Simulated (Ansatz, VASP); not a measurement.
Two plane-wave programs on SnO2

```
Sn O
1.0
    -1.99870    1.99870    5.09216
     1.99870   -1.99870    5.09216
     1.99870    1.99870   -5.09216
Sn O
2 4
Direct
  0.75000 0.25000 0.50000
  0.00000 0.00000 0.00000
  0.79635 0.79635 0.00000
  0.95365 0.45365 0.50000
  0.20365 0.20365 0.00000
  0.54635 0.04635 0.50000
```

Alike in both runs: functional PBEsol; dispersion D3(BJ); k mesh 6 × 6 × 6; no spin polarisation.

Ansatz relaxed the structure, and its values are those at the end. VASP's run is a single point on that final structure, the one shown.

|  | VASP | Ansatz |
| --- | --- | --- |
| version | VASP 6.6.1 | Ansatz 0.2.0 |
| potentials or method | VASP PAW PBE potentials, release 64 (Sn_d, O), cutoff 520 eV | plane waves, PAW |
| occupations | methfessel-paxton of order 1, width 0.02 eV | cold, width 0.02 eV |
| valence electrons in the cell | 52 | 52 |

Ansatz gave:

- pressure (GPa): 0.0
- rms of the force components (eV/Å): 0.000

Problem. Estimate VASP's values.

Solution. Pressure (GPa): 0.6; rms of the force components (eV/Å): 0.013.

VASP's potentials were made for PBE, not for PBEsol.
